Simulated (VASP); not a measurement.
Crystal: Al2Cu (Khatyrkite).

```
Cu Al
1.0
    -3.07342    3.07342    2.47059
     3.07342   -3.07342    2.47059
     3.07342    3.07342   -2.47059
Cu Al
2 4
Direct
  0.25000 0.25000 0.00000
  0.75000 0.75000 0.00000
  0.34190 0.15810 0.50000
  0.84190 0.34190 0.18380
  0.65810 0.84190 0.50000
  0.15810 0.65810 0.81620
```

Base run:

| Quantity | Value |
| --- | --- |
| Program | VASP 6.6.1 |
| Functional | PBE |
| Potentials or basis | VASP PAW PBE potentials, release 64 (Cu, Al) |
| Cutoff | 520 eV |
| k mesh | 7 × 7 × 7 |
| Occupations | fermi-dirac, width 0.05 eV |
| Spin | no spin polarisation |

Its results: band gap on the k mesh zero (band 17 reaches 9.56 eV, above the bottom of band 18 at 5.94 eV); pressure -3.7 GPa; largest force 0.017 eV/Å.

Task: After a change of settings the same cell gave: band gap on the k mesh zero (band 17 reaches 9.47 eV, above the bottom of band 18 at 5.85 eV); pressure -6.6 GPa; largest force 0.082 eV/Å. Which change was it?
A. functional from PBE to r2SCAN; further incar settings from ALGO = Normal; EDIFF = 1e-06; NBANDS = 26 to ALGO = Normal; EDIFF = 1e-07; NBANDS = 26
B. functional from PBE to PBEsol
C. functional from PBE to LDA; potentials or basis from VASP PAW PBE potentials, release 64 (Cu, Al) to VASP PAW LDA potentials, release 64 (Cu, Al)

Result: B.

PBEsol binds more tightly than PBE, so the same cell stands under less pressure.

Caveats: the PAW data sets were made with another functional, which shifts forces and pressure a little (some runs).
